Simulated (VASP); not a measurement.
## Li2Se: single point with PBEsol

Crystal: Li2Se.

```
Li Se
1.0
     0.00000    2.97245    2.97245
     2.97245    0.00000    2.97245
     2.97245    2.97245    0.00000
Li Se
2 1
Direct
  0.75000 0.75000 0.75000
  0.25000 0.25000 0.25000
  0.00000 0.00000 0.00000
```

* Program: VASP 6.6.1
* Task: single point
* Functional: PBEsol
* Potentials or basis: VASP PAW PBE potentials, release 64 (Li_sv, Se)
* Cutoff: 750 eV
* k mesh: 6 × 6 × 6
* Occupations: fermi-dirac, width 0.02 eV
* Spin: no spin polarisation

```
Pressure               : 0.0 GPa
Band gap on the k mesh : 2.81 eV (least direct gap 3.36 eV)
```

Levels at points of the mesh, in eV from the valence-band top:
```csv
k point,band 2,band 3,band 4,band 5,band 6,band 7,band 8,band 9,band 10,band 11
"(0.00, 0.00, 0.00)",-43.94,-11.49,0.00,0.00,0.00,3.36,5.58,5.58,5.58,10.63
"(0.50, 0.00, 0.00)",-43.96,-11.10,-3.04,-0.55,-0.55,5.14,5.90,5.90,7.91,11.59
"(0.50, 0.50, 0.00)",-43.95,-10.98,-2.37,-1.51,-1.51,2.81,6.20,10.42,10.42,11.62
```

Wall time 61 s on 1 thread of Intel Xeon 8259CL, with other jobs on the host, peak memory 0.24 GiB.

Caveat: the PAW data sets were made with another functional, which shifts forces and pressure a little. A k mesh can miss the band edges.
